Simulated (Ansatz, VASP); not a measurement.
**One calculation of Mo, two programs**

INCAR

```
  ALGO = Normal
  EDIFF = 1E-6
  ENCUT = 520
  ISIF = 2
  ISMEAR = -1
  LASPH = T
  LCHARG = F
  LREAL = F
  LWAVE = F
  NBANDS = 21
  NELM = 60
  PREC = Accurate
  SIGMA = 0.05
```

File KPOINTS:

```
k-points
0
Gamma
  10 10 10
```

Contents of POSCAR:

```
Mo
1.0
    0.0000000000      2.7041431590      2.7041431590
    2.7041431590      0.0000000000      2.7041431590
    2.7041431590      2.7041431590      0.0000000000
Mo
2
Direct
   -0.1700000000     -0.1100000000     -0.1100000000
    0.1700000000      0.1100000000      0.1100000000
```

Input for Ansatz:

```yaml
crystal:
  lattice:
    - [0.0, 2.704143159, 2.704143159]
    - [2.704143159, 0.0, 2.704143159]
    - [2.704143159, 2.704143159, 0.0]
  atoms:
    - { symbol: Mo, position: [-0.17, -0.11, -0.11] }
    - { symbol: Mo, position: [0.17, 0.11, 0.11] }
kpoints:
  mp_grid: { grid: [10, 10, 10] }
scf:
  occupations: { method: fermi_dirac, width: 0.05 }
hamiltonian:
  xc: lda
  pseudopotentials: { kind: paw }
output:
  forces: true
  stress: true
  eigenvalues: true
  populations: true
```

Change from the starting cell: shortest bond scaled by 0.88, PAW files.

Alike in both runs: task single point; functional LDA; k mesh 10 × 10 × 10; occupations fermi-dirac, width 0.05 eV; no spin polarisation.

|  | VASP | Ansatz |
| --- | --- | --- |
| version | VASP 6.6.1 | Ansatz 0.2.0 |
| potentials or method | VASP PAW LDA potentials, release 64 (Mo_sv) | PAW with Ansatz's default frozen-core files, scalar-relativistic |
| plane-wave cutoff (eV) | 520 | 420 |
| valence electrons in the cell | 28 | 28 |

Ansatz gave:

| Quantity | Value |
| --- | --- |
| pressure (GPa) | 16.8 |
| traceless stress, the component that is largest in VASP (GPa) | -10.34 |
| rms of the force components (eV/Å) | 1.360 |

Task: Which values does VASP return?

Result: Pressure (GPa): 18.9; traceless stress, the component that is largest in VASP (GPa): -12.13; rms of the force components (eV/Å): 1.729.

LDA's correlation is that of Perdew and Zunger in VASP and of Perdew and Wang (1992) in Ansatz. Atom by atom the forces differ by 0.368 eV/Å (rms over components).
